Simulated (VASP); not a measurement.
Input of a VASP 6.6.1 run:

Contents of POSCAR:

```
Co
1.0
   -2.0914537808      2.0913890192      1.1963846189
    2.0913890192     -2.0914537808      1.1963846189
    2.0917391826      2.0917391826     -1.1965032299
Co
2
Direct
    0.9999945772      0.0000054228      1.0000000000
    0.7500054228      0.2499945772      0.5000000000
```

File INCAR.step1:

```
SYSTEM = Co
PREC = Accurate
ENCUT = 520
ISMEAR = -1
SIGMA = 0.1
LREAL = .False.
LASPH = .True.
NELM = 100
NBANDS = 16
GGA = PE
ALGO = Normal
EDIFF = 1E-4
LWAVE = .True.
LCHARG = .False.
```

Contents of INCAR.step2:

```
SYSTEM = Co
PREC = Accurate
ENCUT = 520
EDIFF = 1E-6
ISMEAR = -1
SIGMA = 0.1
LREAL = .False.
LASPH = .True.
NELM = 100
ALGO = Normal
ISIF = 2
LWAVE = .False.
LCHARG = .False.
METAGGA = R2SCAN
LMIXTAU = .True.
NBANDS = 16
ISTART = 1
```

Contents of KPOINTS:

```
Automatic mesh
0
Gamma
  17 17 12
  0 0 0
```

Potentials or basis: VASP PAW PBE potentials, release 64 (Co).

Run with:

```console
$ cat potpaw_PBE.64/Co/POTCAR > POTCAR
$ cp INCAR.step1 INCAR
$ mpirun -np 1 vasp_std > vasp.out
$ cp INCAR.step2 INCAR
$ mpirun -np 1 vasp_std > vasp.out
```

(1) Predict the band gap on the k mesh.

(2) What does it give for the pressure?

## Answers

(1) zero (bands 9 and 10 overlap by 1.49 eV).

(2) 10.9 GPa.

Caveat: the cell stands under pressure; the PAW data sets were made with another functional, which shifts forces and pressure a little; the run has no spin polarisation, though such a crystal can be magnetic.
